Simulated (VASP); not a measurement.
Input of a VASP 6.6.1 run:

File INCAR:

```
SYSTEM = Ba2C
  PREC = Accurate
  ENCUT = 520
  EDIFF = 1E-7
  ISMEAR = 0
  SIGMA = 0.0102
  LREAL = .False.
  LASPH = .True.
  NELM = 80
  ALGO = Normal
  ISIF = 2
  LWAVE = .False.
  LCHARG = .True.
  GGA = PE
  LELF = .True.
  LVHAR = .True.
  NBANDS = 33
```

The input KPOINTS:

```
Automatic mesh
0
Gamma
  4 4 4
  0 0 0
```

The input POSCAR:

```
Ba2C
1.0
    0.0000000000      4.8690250000      0.0000000000
    4.8690250000      0.0000000000      0.0000000000
    2.4345130000      2.4345130000     -8.2384290000
Ba C
4 2
Direct
    0.5000000000      0.0000000000      0.0000000000
    0.0000000000      0.5000000000      0.0000000000
    0.3250000000      0.3250000000      0.3500000000
    0.6750000000      0.6750000000      0.6500000000
    0.1360000000      0.1360000000      0.7280000000
    0.8640000000      0.8640000000      0.2720000000
```

Potentials or basis: VASP PAW PBE potentials, release 64 (Ba_sv, C).

Run with:

```console
$ cat potpaw_PBE.64/Ba_sv/POTCAR potpaw_PBE.64/C/POTCAR > POTCAR
$ mpirun -np 1 vasp_std > vasp.out
```

**Question.** What does it give for the largest force?

**Answer.** 1.576 eV/Å.

**Question.** Predict the pressure.

**Answer.** -2.4 GPa.

**Question.** Predict the band gap on the k mesh.

**Answer.** Zero (bands 24 and 25 overlap by 0.26 eV).

Forces in eV/Å, atoms in the order of the input:
```
Ba   0.000  0.000  0.000
Ba   0.000  0.000  0.000
Ba   0.000  0.000 -1.576
Ba   0.000  0.000  1.576
C    0.000  0.000 -0.550
C    0.000  0.000  0.550
```

Caveat: spin-orbit coupling is left out, which moves the levels of the heavy elements; forces of over 1 eV/Å act on the atoms, so gaps and moduli don't describe the material at rest.
